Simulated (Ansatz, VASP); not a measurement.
## Two plane-wave programs on ZnSe

Contents of INCAR:

```
  ALGO = Normal
  EDIFF = 1E-6
  ENCUT = 520
  GGA = PE
  ISIF = 2
  ISMEAR = 0
  LASPH = T
  LCHARG = F
  LREAL = F
  LWAVE = F
  NBANDS = 16
  NELM = 80
  PREC = Accurate
  SIGMA = 0.01
```

The input KPOINTS:

```
k-points
0
Gamma
  8 8 8
```

Contents of POSCAR:

```
ZnSe
1.0
    0.0000000000      2.8658805892      2.8658805892
    2.8658805892      0.0000000000      2.8658805892
    2.8658805892      2.8658805892      0.0000000000
Zn Se
1 1
Direct
    0.0000000000      0.0000000000      0.0000000000
    0.2500000000      0.2500000000      0.2500000000
```

Input for Ansatz:

```yaml
crystal:
  lattice:
    - [0.0, 2.8658805892, 2.8658805892]
    - [2.8658805892, 0.0, 2.8658805892]
    - [2.8658805892, 2.8658805892, 0.0]
  atoms:
    - { symbol: Zn, position: [0.0, 0.0, 0.0] }
    - { symbol: Se, position: [0.25, 0.25, 0.25] }
basis:
  ecutwfc: 420
  xc_grid: 2
kpoints:
  mp_grid: { grid: [8, 8, 8] }
  band_path: { path: [VBM, CBM], npoints: 2 }
hamiltonian:
  xc: pbe
scf:
  occupations: { method: gaussian, width: 0.01 }
output:
  forces: true
  stress: true
  eigenvalues: true
```

Alike in both runs: task single point; functional PBE; k mesh 8 × 8 × 8; occupations gaussian, width 0.01 eV; no spin polarisation.

|  | VASP | Ansatz |
| --- | --- | --- |
| version | VASP 6.6.1 | Ansatz 0.2.0 |
| potentials or method | VASP PAW PBE potentials, release 64 (Zn, Se), cutoff 520 eV | scalar-relativistic, plane waves, PAW |
| valence electrons in the cell | 18 | 28 |

Ansatz gave:

```
gap on the k mesh at the Fermi level (eV) : 1.15
least direct gap on the mesh (eV)         : 1.15
pressure (GPa)                            : 0.0
```

Q: Estimate VASP's values.

A: gap on the k mesh at the Fermi level (eV): 1.16; least direct gap on the mesh (eV): 1.16; pressure (GPa): 0.2.

VASP's potentials hold 18 valence electrons a cell and Ansatz's 28, so a difference there can come from the potentials and not from the codes.
